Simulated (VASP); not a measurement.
# Sb (P4/mmm) in VASP: notebook

The runs below take Sb through single point, with PBE.

Everything below comes from runs of VASP 6.6.1. Logs are shortened: lines on timing, memory, paths and dates and some standing lists are left out, and cuts for length are marked.

## Step 1: The cell of the first run

It takes space group P4/mmm (No. 123, tetragonal). The conventional cell has a = 3.137 Å, b = 3.137 Å, c = 3.207 Å, α = 90.00°, β = 90.00°, γ = 90.00°. Within 4.1 Å of Sb (site symmetry 4/mmm) lie 6 Sb at 3.14 to 3.21 Å.

## Step 2: Single point, PBE (z stretched by +1.5 % at fixed volume)

File INCAR:

```
SYSTEM = Sb
ALGO     = Normal         ! electronic algorithm
EDIFF    = 1E-6           ! SCF threshold, eV
ENCUT    = 520            ! plane-wave cutoff, eV
GGA      = PE             ! functional
ISIF     = 2              ! what is computed and relaxed
ISMEAR   = -1             ! smearing method
LASPH    = .True.         ! aspherical terms in the spheres
LCHARG   = .True.         ! write CHGCAR
LELF     = .True.         ! ELF
LREAL    = .False.        ! projectors in reciprocal space
LVHAR    = .True.       
LWAVE    = .False.        ! write WAVECAR
NBANDS   = 8              ! bands
NELM     = 100            ! most SCF steps
PREC     = Accurate       ! precision mode
SIGMA    = 0.05           ! smearing width, eV
```

File KPOINTS:

```
k-points
0
Gamma
  13 13 13
  0 0 0
```

File POSCAR:

```
Sb
1.0
    3.1365633354      0.0000000000      0.0000000000
    0.0000000000      3.1365633354      0.0000000000
    0.0000000000      0.0000000000      3.2074000000
Sb
1
Direct
    0.0000000000      0.0000000000      0.0000000000
```

Potentials or basis: VASP PAW PBE potentials, release 64 (Sb).

Command:

```bash
$ cat potpaw_PBE.64/Sb/POTCAR > POTCAR
$ mpirun -np 1 vasp_std > vasp.out
```

OUTCAR:

```text
SYSTEM = Sb
   EDIFF = 1E-6
   ENCUT = 520
   GGA = PE
   ISIF = 2
   ISMEAR = -1
   LASPH = .True.
   LREAL = .False.
   NELM = 100
   PREC = Accurate

 ion  position               nearest neighbor table
   1  0.000  0.000  0.000-

  LATTYP: Found a simple tetragonal cell.
 ALAT       =     3.1365633354
 C/A-ratio  =     1.0225841652

  Lattice vectors:

 A1 = (   3.1365633354,   0.0000000000,   0.0000000000)
 A2 = (   0.0000000000,   3.1365633354,   0.0000000000)
 A3 = (   0.0000000000,   0.0000000000,   3.2074000000)

Analysis of symmetry for initial positions (statically):
=====================================================================
 Subroutine PRICEL returns:
 Original cell was already a primitive cell.

 Routine SETGRP: Setting up the symmetry group for a
 simple tetragonal supercell.

 Subroutine GETGRP returns: Found 16 space group operations
 (whereof 16 operations were pure point group operations)
 out of a pool of 16 trial point group operations.

The static configuration has the point symmetry D_4h.

Analysis of symmetry for dynamics (positions and initial velocities):
=====================================================================
 Subroutine PRICEL returns:
 Original cell was already a primitive cell.

 Routine SETGRP: Setting up the symmetry group for a
 simple tetragonal supercell.

 Subroutine GETGRP returns: Found 16 space group operations
 (whereof 16 operations were pure point group operations)
 out of a pool of 16 trial point group operations.

The dynamic configuration has the point symmetry D_4h.

 Subroutine INISYM returns: Found 16 space group operations
 (whereof 16 operations are pure point group operations),
 and found     1 'primitive' translations

----------------------------------------------------------------------------------------

                                     Primitive cell

  volume of cell :      31.5545

  direct lattice vectors                    reciprocal lattice vectors
     3.136563335  0.000000000  0.000000000     0.318820280  0.000000000  0.000000000
     0.000000000  3.136563335  0.000000000     0.000000000  0.318820280  0.000000000
     0.000000000  0.000000000  3.207400000     0.000000000  0.000000000  0.311779011

  length of vectors
     3.136563335  3.136563335  3.207400000     0.318820280  0.318820280  0.311779011

  position of ions in fractional coordinates (direct lattice)
     0.000000000  0.000000000  0.000000000

  ion indices of the primitive-cell ions
   primitive index   ion index
                 1           1

----------------------------------------------------------------------------------------

 KPOINTS: k-points

Automatic generation of k-mesh.
 Grid dimensions read from file:
 generate k-points for:   13   13   13

 Generating k-lattice:

  Cartesian coordinates                     Fractional coordinates (reciprocal lattice)
     0.024524637  0.000000000  0.000000000     0.076923077  0.000000000  0.000000000
     0.000000000  0.024524637  0.000000000     0.000000000  0.076923077  0.000000000
     0.000000000  0.000000000  0.023983001     0.000000000  0.000000000  0.076923077

  Length of vectors
     0.024524637  0.024524637  0.023983001

  Shift w.r.t. Gamma in fractional coordinates (k-lattice)
     0.000000000  0.000000000  0.000000000

 Subroutine IBZKPT returns following result:
 ===========================================

 Found    196 irreducible k-points:

 Following reciprocal coordinates:
            Coordinates               Weight
  0.000000  0.000000  0.000000      1.000000
  0.076923  0.000000  0.000000      4.000000
  0.153846  0.000000  0.000000      4.000000
  0.230769  0.000000  0.000000      4.000000
  0.307692  0.000000  0.000000      4.000000
  0.384615  0.000000  0.000000      4.000000
[... 16 lines left out ...]
  0.307692  0.307692  0.000000      4.000000
  0.384615  0.307692  0.000000      8.000000
 [... further k-points ...]
   k-points           NKPTS =    196   k-points in BZ     NKDIM =    196   number of bands    NBANDS=      8
   number of dos      NEDOS =    301   number of ions     NIONS =      1
   total plane-waves  NPLWV =  13824
   dimension x,y,z NGX =    24 NGY =   24 NGZ =   24
   dimension x,y,z NGXF=    48 NGYF=   48 NGZF=   48
   ions per type =               1
   NGX,Y,Z   is equivalent  to a cutoff of  12.72, 12.72, 12.44 a.u.
   NGXF,Y,Z  is equivalent  to a cutoff of  25.44, 25.44, 24.88 a.u.
 SYSTEM =  Sb
   PREC   = accura    normal or accurate (medium, high low for compatibility)
   ISTART =      0    job   : 0-new  1-cont  2-samecut
   ICHARG =      2    charge: 1-file 2-atom 10-const
   ISPIN  =      1    spin polarized calculation?
   LNONCOLLINEAR =      F non collinear calculations
   LSORBIT =      F    spin-orbit coupling
   LASPH  =      T    aspherical Exc in radial PAW
   ENCUT  =  520.0 eV  38.22 Ry    6.18 a.u.   5.83  5.83  5.96*2*pi/ulx,y,z
   NELM   =    100;   NELMIN=  2; NELMDL= -5     # of ELM steps
   EDIFF  = 0.1E-05   stopping-criterion for ELM
   LREAL  =      F    real-space projection
   EDIFFG = 0.1E-04   stopping-criterion for IOM
   NSW    =      0    number of steps for IOM
   IBRION =     -1    ionic relax: 0-MD 1-quasi-New 2-CG
   NFREE  =      0    steps in history (QN), initial steepest desc. (CG)
   ISIF   =      2    stress and relaxation
   ISYM   =      2    0-nonsym 1-usesym 2-fastsym
   POTIM  = 0.5000    time-step for ionic-motion
   TEBEG  =    0.0;   TEEND  =   0.0 temperature during run
   PSTRESS=    0.0 pullay stress
   NELECT =       5.0000    total number of electrons
   NUPDOWN=      -1.0000    fix difference up-down
   EMIN   =  10.00;   EMAX   =-10.00  energy-range for DOS
   EFERMI =   0.00;   METHOD = LEGACY
   ISMEAR =    -1;   SIGMA  =   0.05  broadening in eV -4-tet -1-fermi 0-gaus
   EFERMI_NEDOS =   21; number of points for ismear=-14 and -15
   IALGO  =     38    algorithm
   IMIX   =      4    mixing-type and parameters
     AMIX     =   0.40;   BMIX     =  1.00
     AMIX_MAG =   1.60;   BMIX_MAG =  1.00
  volume/ion in A,a.u.               =      31.55       212.94
  Fermi-wavevector in a.u.,A,eV,Ry     =   0.885886  1.674081 10.677766  0.784794
  Thomas-Fermi vector in A             =   2.006979
   LORBIT       =      0    0 simple, 1 ext, 2 COOP (PROOUT), +10 PAW based schemes
   GGA     = PE    functional components
   LHFCALC =     F    Hartree Fock is set to
   AEXX    =    0.0000 exact exchange contribution
   IVDW    =     0    specifies the selected vdW correction
   LEPSILON=     F    determine dielectric tensor
   LRPA    =     F    only Hartree local field effects (RPA)
 non-spin polarized calculation
  energy-cutoff  :      520.00
  volume of cell :       31.55
 maximum number of plane-waves:       874
 NGX is ok and might be reduce to    24
   NGX = 11   NGY = 11   NGZ = 11

 number of electron       5.0000000 magnetization

 Free energy of the ion-electron system (eV)
  ---------------------------------------------------
  ext. energy  EPLUGINS =         0.00000000
  ---------------------------------------------------
  free energy    TOTEN  =        -4.08895685 eV

  energy without entropy =       -4.08570236  energy(sigma->0) =       -4.08732961

 E-fermi :   6.5019     XC(G=0):  -9.3864

 val. band max:        6.3939404340   @ k =   0.3077   0.2308   0.0769
 cond. band min:       6.5103771794   @ k =   0.2308   0.1538   0.3077
 fundamental gap:      0.1164367453
 Fermi energy:         6.5019266538

 k-point     1 :       0.0000    0.0000    0.0000
  band No.  band energies     occupation
      1      -5.5275      2.00000
      2       9.1788      0.00000
      3       9.7656      0.00000
      4       9.7656      0.00000
      5      13.1098      0.00000
      6      13.4491      0.00000
      7      14.4431      0.00000
      8      23.6620      0.00000

 k-point     2 :       0.0769    0.0000    0.0000
  band No.  band energies     occupation
      1      -5.4446      2.00000
      2       8.7426      0.00000
      3       9.2593      0.00000
      4       9.8467      0.00000
      5      13.2059      0.00000
      6      13.8836      0.00000
      7      15.1907      0.00000
      8      22.8165      0.00000

 k-point     3 :       0.1538    0.0000    0.0000
  band No.  band energies     occupation
      1      -5.1989      2.00000
      2       6.9355      0.00034
      3       9.4938      0.00000
      4      10.0825      0.00000
      5      13.4172      0.00000
      6      14.2284      0.00000
      7      17.1869      0.00000
      8      21.4749      0.00000

 k-point     4 :       0.2308    0.0000    0.0000
  band No.  band energies     occupation
      1      -4.8014      2.00000
      2       5.1202      2.00000
      3       9.8583      0.00000
      4      10.4492      0.00000
      5      13.7562      0.00000
      6      14.6194      0.00000
      7      19.3668      0.00000
      8      20.1405      0.00000

 k-point     5 :       0.3077    0.0000    0.0000
  band No.  band energies     occupation
      1      -4.2812      2.00000
      2       3.4841      2.00000
      3      10.3043      0.00000
      4      10.8980      0.00000
      5      14.2121      0.00000
      6      15.1415      0.00000
      7      18.9381      0.00000
      8      19.4478      0.00000
[... 177 lines left out ...]
 k-point    22 :       0.4615    0.2308    0.0000
  band No.  band energies     occupation
      1      -2.5430      2.00000
      2       2.0164      2.00000
      3       7.1641      0.00000
      4      11.7214      0.00000
      5      12.2544      0.00000
      6      16.4359      0.00000
      7      18.0069      0.00000
      8      18.0140      0.00000

 k-point    23 :       0.3077    0.3077    0.0000
  band No.  band energies     occupation
      1      -3.0238      2.00000
      2       4.4560      2.00000
      3       4.8625      2.00000
      4      11.4390      0.00000
      5      12.6063      0.00000
      6      15.6954      0.00000
      7      19.7560      0.00000
      8      20.0027      0.00000

 k-point    24 :       0.3846    0.3077    0.0000
  band No.  band energies     occupation
      1      -2.4448      2.00000
      2       3.2957      2.00000
      3       5.1713      2.00000
      4      11.4831      0.00000
      5      11.8795      0.00000
      6      16.3033      0.00000
      7      18.9496      0.00000
      8      19.4371      0.00000

 [... further k-points ...]
[... 5 lines left out ...]
  --------------------------------------------------------------------------------------
  -------------------------------------------------------------------------------------
  Total       -0.2871415     -0.2871415     -0.8932525      0.0000000      0.0000000      0.0000000
  in kB      -14.5795898    -14.5795898    -45.3548323      0.0000000      0.0000000      0.0000000
  external PRESSURE =     -24.8380040 kB  Pullay stress =       0.0000000 kB

 VOLUME and BASIS-vectors are now :
 -----------------------------------------------------------------------------
  energy-cutoff  :      520.00
  volume of cell :       31.55
      direct lattice vectors                 reciprocal lattice vectors
     3.136563335  0.000000000  0.000000000     0.318820280  0.000000000  0.000000000
     0.000000000  3.136563335  0.000000000     0.000000000  0.318820280  0.000000000
     0.000000000  0.000000000  3.207400000     0.000000000  0.000000000  0.311779011

 POSITION                                       TOTAL-FORCE (eV/Angst)
 -----------------------------------------------------------------------------------
      0.00000      0.00000      0.00000         0.000000      0.000000      0.000000
 -----------------------------------------------------------------------------------
    total drift:                               -0.000000      0.000000      0.000000

  FREE ENERGIE OF THE ION-ELECTRON SYSTEM (eV)
  ---------------------------------------------------
  free  energy   TOTEN  =        -4.0889568462 eV

  energy  without entropy=       -4.0857023641  energy(sigma->0) =       -4.08732961
```

Run time: 12 s. Hardware: 1 thread of Intel Xeon Platinum 8488C (Sapphire Rapids), shared host; peak memory 0.17 GiB.

Results:

```
Free energy            : -4.0890 eV
Pressure               : -2.5 GPa
Band gap on the k mesh : zero (an odd number of electrons rules out a gap without spin polarisation)
```

Stress tensor (GPa, compression positive):
```
-1.46  0.00  0.00
 0.00 -1.46  0.00
 0.00  0.00 -4.54
```

Levels at points of the mesh, in eV from the Fermi level:
```
           k point  band 1  band 2  band 3  band 4  band 5
(0.00, 0.00, 0.00)  -12.03    2.68    3.26    3.26    6.61
```

Caveat: spin-orbit coupling is left out, which moves the levels of the heavy elements.

(Continued in part 2 of 2.)
